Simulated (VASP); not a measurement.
Runs of VASP 6.6.1 on HfBr. The structure is that of space group Fm-3m (No. 225), or close to it. The cells are those of the table. 

| task | cell | k mesh | cutoff (eV) | gap on the mesh (eV) | pressure (GPa) |
| --- | --- | --- | --- | --- | --- |
| relaxation of cell and atoms | relaxed from a = 4.135 Å, angles 60.0°, 2 atoms | 6 × 6 × 6 | 600 | - | 0.0 |
| single point | a = 3.947 Å, angles 60.0°, 2 atoms | 6 × 6 × 6 | 520 | none | -0.9 |
| single point | a = 4.135 Å, angles 60.0°, 2 atoms | 6 × 6 × 6 | 520 | none | (a) |
| single point | a = 3.950 Å, angles 60.0°, 2 atoms | 18 × 18 × 18 | 520 | none | -0.6 |

Alike in all rows: level PBE; potentials or basis VASP PAW PBE potentials, release 64 (Hf_pv, Br); no spin polarisation; smearing gaussian 0.1 eV.

Question: Estimate the missing entries.

Answer: (a) -6.9.

Caveats: spin-orbit coupling is left out, which moves the levels of the heavy elements; an odd number of electrons without spin polarisation forces a metal (some runs); a magnetic or distorted state may lie lower (some runs); the bands computed are all filled at some k points, so no gap is given (some runs).

A k mesh can miss the band edges, and the runs leave out spin-orbit coupling on Br, Hf.

A gap of «none» marks levels without a gap at the run's occupations.
